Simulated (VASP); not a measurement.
Wanted: the native input for a VASP 6.6.1 run.

```
Task                   : single point
Functional             : LDA
Potentials or basis    : VASP PAW LDA potentials, release 64 (Mg, S)
Cutoff                 : 520 eV
k mesh                 : 8 × 8 × 8
Occupations            : fermi-dirac, width 0.01 eV
Spin                   : no spin polarisation
Dipole correction      : no
Further INCAR settings : ALGO = Normal; EDIFF = 1e-07; NBANDS = 11
```

The structure of MgS lies in POSCAR:

```
MgS
1.0
    0.0000000000      2.5496170000      2.6016500000
    2.5496170000      0.0000000000      2.6016500000
    2.5496170000      2.5496170000      0.0000000000
Mg S
1 1
Direct
    0.0000000000      0.0000000000      0.0000000000
    0.5000000000      0.5000000000      0.5000000000
```

This cell differs from its parent crystal: equal xx and yy strain of -2 %.

One way to write it, as run:

INCAR

```
SYSTEM = MgS
ALGO     = Normal         ! electronic algorithm
EDIFF    = 1E-7           ! SCF threshold, eV
ENCUT    = 520            ! plane-wave cutoff, eV
GGA      = CA             ! functional
ISIF     = 2              ! what is computed and relaxed
ISMEAR   = -1             ! smearing method
LASPH    = .TRUE.         ! aspherical terms in the spheres
LCHARG   = .FALSE.        ! write CHGCAR
LREAL    = .FALSE.        ! projectors in reciprocal space
LWAVE    = .FALSE.        ! write WAVECAR
NBANDS   = 11             ! bands
NELM     = 60             ! most SCF steps
PREC     = Accurate       ! precision mode
SIGMA    = 0.01           ! smearing width, eV
```

KPOINTS

```
k-points
0
G
  8 8 8
  0 0 0
```

Potentials or basis: VASP PAW LDA potentials, release 64 (Mg, S).

Launch:

```sh
$ cat potpaw_LDA.64/Mg/POTCAR potpaw_LDA.64/S/POTCAR > POTCAR
$ mpirun -np 1 vasp_std > vasp.out
```

It gave:

```yaml
Pressure: -0.7 GPa
Band_gap_on_the_k_mesh: 2.55 eV, indirect (least direct gap 3.76 eV)
```

Caveat: the cell differs from its parent crystal (equal xx and yy strain of -2 %).

Wall time 37 s on 1 thread of Intel Xeon 8259CL (shared host), peak memory 0.15 GiB.
